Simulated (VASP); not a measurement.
Set up this calculation in VASP 6.6.1, as the native input.

| Item | Value |
| --- | --- |
| Task | single point |
| Functional | revPBE |
| Potentials or basis | VASP PAW PBE potentials, release 64 (La) |
| Cutoff | 440 eV |
| k mesh | 25 × 25 × 13 |
| Occupations | tetrahedron, width 0.1 eV |
| Spin | no spin polarisation |
| Tolerance level | standard |
| Purpose | density of states |
| K density | 9 × 9 × 5 |
| Further INCAR settings | ALGO = Normal; EDIFF = 1e-06; NBANDS = 27 |

Crystal: La.

```
La
1.0
     3.75000    0.00000    0.00000
    -1.87500    3.24760    0.00000
     0.00000    0.00000    6.07000
La
2
Direct
  0.66667 0.33333 0.75000
  0.33333 0.66667 0.25000
```

One way to write it, as run:

POSCAR

```
La
1.0
    3.7500000000      0.0000000000      0.0000000000
   -1.8750000000      3.2475952642      0.0000000000
    0.0000000000      0.0000000000      6.0700000000
La
2
Direct
    0.6666666667      0.3333333333      0.7500000000
    0.3333333333      0.6666666667      0.2500000000
```

INCAR.step1

```
SYSTEM = La
ALGO     = Normal         ! electronic algorithm
EDIFF    = 1E-6           ! SCF threshold, eV
ENCUT    = 440            ! plane-wave cutoff, eV
GGA      = RE             ! functional
GGA_COMPAT= .False.      
ISMEAR   = 1              ! smearing method
LASPH    = .True.         ! aspherical terms in the spheres
LCHARG   = .True.         ! write CHGCAR
LMAXMIX  = 6              ! l up to which the mixer works
LREAL    = .False.        ! projectors in reciprocal space
LWAVE    = .False.        ! write WAVECAR
NBANDS   = 27             ! bands
NELM     = 200            ! most SCF steps
PREC     = Accurate       ! precision mode
SIGMA    = 0.1            ! smearing width, eV
```

KPOINTS.step1

```
k-points
0
Gamma
  9 9 5
```

INCAR.step2

```
SYSTEM = La
ALGO     = Normal         ! electronic algorithm
EDIFF    = 1E-6           ! SCF threshold, eV
EMAX     = 16.0139      
EMIN     = -8.9861      
ENCUT    = 440            ! plane-wave cutoff, eV
GGA      = RE             ! functional
GGA_COMPAT= .False.      
ICHARG   = 11             ! starting density
ISMEAR   = -5             ! smearing method
LASPH    = .True.         ! aspherical terms in the spheres
LCHARG   = .False.        ! write CHGCAR
LMAXMIX  = 6              ! l up to which the mixer works
LORBIT   = 11             ! projections on sites
LREAL    = .False.        ! projectors in reciprocal space
LWAVE    = .False.        ! write WAVECAR
NBANDS   = 27             ! bands
NEDOS    = 4001           ! points of the DOS
NELM     = 200            ! most SCF steps
PREC     = Accurate       ! precision mode
```

KPOINTS.step2

```
Automatic mesh
0
Gamma
  25 25 13
  0 0 0
```

Potentials or basis: VASP PAW PBE potentials, release 64 (La).

Run with:

```console
$ cat potpaw_PBE.64/La/POTCAR > POTCAR
$ cp INCAR.step1 INCAR
$ cp KPOINTS.step1 KPOINTS
$ mpirun -np 1 vasp_std > vasp.out
$ cp INCAR.step2 INCAR
$ cp KPOINTS.step2 KPOINTS
$ mpirun -np 1 vasp_std > vasp.out
```

It gave:

```yaml
Valence_electrons_inside_the_program's_atomic_spheres: La 8.60
Density_of_states_at_the_Fermi_level: 2.06 states/eV/atom
```

Caveat: spin-orbit coupling is left out, which moves the levels of the heavy elements.

It took 6.9 min on 1 thread of Intel(R) Xeon(R) 6975P-C (Granite Rapids), on a shared host, peak memory 0.66 GiB.
